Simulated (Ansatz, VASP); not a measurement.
## One calculation of TiO2, two programs

INCAR

```
SYSTEM = TiO2
PREC = Accurate
ENCUT = 520
EDIFF = 1E-6
ISMEAR = 0
SIGMA = 0.05
LREAL = .FALSE.
LASPH = .TRUE.
NELM = 60
ALGO = Normal
ISIF = 2
LWAVE = .FALSE.
LCHARG = .FALSE.
GGA = PE
NBANDS = 60
```

The input KPOINTS:

```
Automatic mesh
0
G
  7 7 3
  0 0 0
```

File POSCAR:

```
TiO2
1.0
   -3.7992225376      0.0000000000      0.0000000000
    0.0000000000     -3.7992225376      0.0000000000
    0.0000000000      0.0000000000      9.3968968543
Ti O
4 8
Direct
    0.0000000000      1.0000000000      0.6449533956
    0.5000000000      0.5000000000      0.1289906791
    0.5000000000      0.0000000000      0.3869720373
    0.0000000000      0.5000000000      0.9029347538
    0.0000000000      0.0000000000      0.8580529382
    0.5000000000      0.5000000000      0.3420902217
    0.5000000000      0.0000000000      0.6000715800
    0.0000000000      0.5000000000      0.0841088635
    0.5000000000      0.0000000000      0.1738724947
    0.0000000000      0.5000000000      0.6898352112
    0.0000000000      0.0000000000      0.4318538529
    0.5000000000      0.5000000000      0.9478165694
```

Input for Ansatz:

```yaml
crystal:
  lattice:
    - [-3.7992225376, 0.0, 0.0]
    - [0.0, -3.7992225376, 0.0]
    - [0.0, 0.0, 9.3968968543]
  atoms:
    - { symbol: Ti, position: [0.0, 1.0, 0.6449533956] }
    - { symbol: Ti, position: [0.5, 0.5, 0.1289906791] }
    - { symbol: Ti, position: [0.5, 0.0, 0.3869720373] }
    - { symbol: Ti, position: [0.0, 0.5, 0.9029347538] }
    - { symbol: O, position: [0.0, 0.0, 0.8580529382] }
    - { symbol: O, position: [0.5, 0.5, 0.3420902217] }
    - { symbol: O, position: [0.5, 0.0, 0.60007158] }
    - { symbol: O, position: [0.0, 0.5, 0.0841088635] }
    - { symbol: O, position: [0.5, 0.0, 0.1738724947] }
    - { symbol: O, position: [0.0, 0.5, 0.6898352112] }
    - { symbol: O, position: [0.0, 0.0, 0.4318538529] }
    - { symbol: O, position: [0.5, 0.5, 0.9478165694] }
basis:
  ecutwfc: 420
kpoints:
  mp_grid: { grid: [7, 7, 3] }
hamiltonian:
  xc: pbe
scf:
  occupations: { method: gaussian, width: 0.05 }
output:
  forces: true
  stress: true
  eigenvalues: true
```

Alike in both runs: task single point; functional PBE; k mesh 7 × 7 × 3; occupations gaussian, width 0.05 eV; no spin polarisation.

```csv
,VASP,Ansatz
version,VASP 6.6.1,Ansatz 0.2.0
potentials or method,"VASP PAW PBE potentials, release 64 (Ti_sv, O), cutoff 520 eV","scalar-relativistic, plane waves, PAW"
valence electrons in the cell,96,96
```

VASP gave:

* gap on the k mesh at the Fermi level (eV): 1.89
* least direct gap on the mesh (eV): 2.05
* pressure (GPa): 13.2
* traceless stress, the component that is largest in VASP (GPa): 13.81
* rms of the force components (eV/Å): 1.743

Question: What did Ansatz give for the same quantities?

Answer: gap on the k mesh at the Fermi level (eV): 1.92; least direct gap on the mesh (eV): 2.08; pressure (GPa): 12.5; traceless stress, the component that is largest in VASP (GPa): 13.52; rms of the force components (eV/Å): 1.699.

Atom by atom the forces differ by 0.044 eV/Å (rms over components). With one functional, cell and mesh, what is left measures potentials, basis and numerics.
